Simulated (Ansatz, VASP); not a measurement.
# Li2Se in VASP and in Ansatz

```xyz
3
Lattice="2.9934 2.9934 0.0000 -2.9934 2.9934 0.0000 0.0000 2.9934 2.9934" Properties=species:S:1:pos:R:3 pbc="T T T"
Li   -1.4967    4.4901    1.4967
Li    1.4967    4.4901    1.4967
Se    0.0000    0.0000    0.0000
```

Alike in both runs: functional r2SCAN; k mesh 12 × 12 × 12; occupations fermi-dirac, width 0.1 eV; no spin polarisation.

Ansatz relaxed the structure, and its values are those at the end. VASP's run is a single point on that final structure, the one shown.

|  | VASP | Ansatz |
| --- | --- | --- |
| version | VASP 6.6.1 | Ansatz 0.2.0 |
| potentials or method | VASP PAW PBE potentials, release 64 (Li_sv, Se) | PAW with Ansatz's default frozen-core files, scalar-relativistic |
| plane-wave cutoff (eV) | 830 | 500 |
| valence electrons in the cell | 12 | 22 |

VASP gave:

| Quantity | Value |
| --- | --- |
| pressure (GPa) | -0.2 |

Task: Estimate Ansatz's values.

Result: Pressure (GPa): 0.0.

VASP's potentials were made for PBE, not for r2SCAN. VASP's potentials hold 12 valence electrons a cell and Ansatz's 22, so a difference there can come from the potentials and not from the codes.
